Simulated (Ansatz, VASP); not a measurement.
## Two plane-wave programs on Sr

```xyz
1
Lattice="-2.3393 2.3393 2.3231 2.3393 -2.3393 2.3231 2.3393 2.3393 -2.3231" Properties=species:S:1:pos:R:3 pbc="T T T"
Sr    0.0000    0.0000    0.0000
```

Alike in both runs: functional PBEsol; k mesh 12 × 12 × 12; occupations gaussian, width 0.1 eV; no spin polarisation.

Ansatz relaxed the structure, and its values are those at the end. VASP's run is a single point on that final structure, the one shown.

|  | VASP | Ansatz |
| --- | --- | --- |
| version | VASP 6.6.1 | Ansatz 0.2.0 |
| potentials or method | VASP PAW PBE potentials, release 64 (Sr_sv), cutoff 520 eV | scalar-relativistic, plane waves, PAW |
| valence electrons in the cell | 10 | 10 |

```tsv
	VASP	Ansatz	Ansatz less VASP
gap on the k mesh at the Fermi level (eV)	none	none	-
pressure (GPa)	0.0	0.0	-0.01
```

VASP's potentials were made for PBE, not for PBEsol. A gap of «none» marks a metal or a gap that the smearing closes. The functional is the same, so the differences come from potentials, cutoffs and numerics.
